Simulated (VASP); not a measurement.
Si16B (a cell with a defect), 17 atoms in the cell. The cell holds a defect, 17 atoms: a = 7.679 Å, b = 7.679 Å, c = 7.679 Å, α = 60.00°, β = 60.00°, γ = 60.00°. 

* Program: VASP 6.6.1
* Task: single point
* Functional: PBE
* Potentials or basis: VASP PAW PBE potentials, release 64 (Si, B)
* Cutoff: 520 eV
* k mesh: 2 × 2 × 2
* Occupations: fermi-dirac, width 0.02 eV
* Spin: collinear spin
* Starting moments: [0.0, 0.0, 0.0, 0.0, 0.0, 0.0, 0.0, 0.0, 0.0, 0.0, 0.0, 0.0, 0.0, 0.0, 0.0, 0.0, 1.0] μB
* Dipole correction: no
* Further INCAR settings: LREAL = Auto; ALGO = Normal; EDIFF = 1e-07; NBANDS = 52

Potentials or basis: VASP PAW PBE potentials, release 64 (Si, B).

Command:

```console
$ cat potpaw_PBE.64/Si/POTCAR potpaw_PBE.64/B/POTCAR > POTCAR
$ mpirun -np 1 vasp_std > vasp.out
```

Hardware: 1 thread of AMD EPYC 7R43 64-Core Processor (Zen 3) (shared host).

Question: How long does it take, and how much memory?

Answer: Run time: 18 min on 1 thread of AMD EPYC 7R43 64-Core Processor (Zen 3) (shared host), peak memory 0.67 GiB. Counts: scf iterations 17, k points 8.
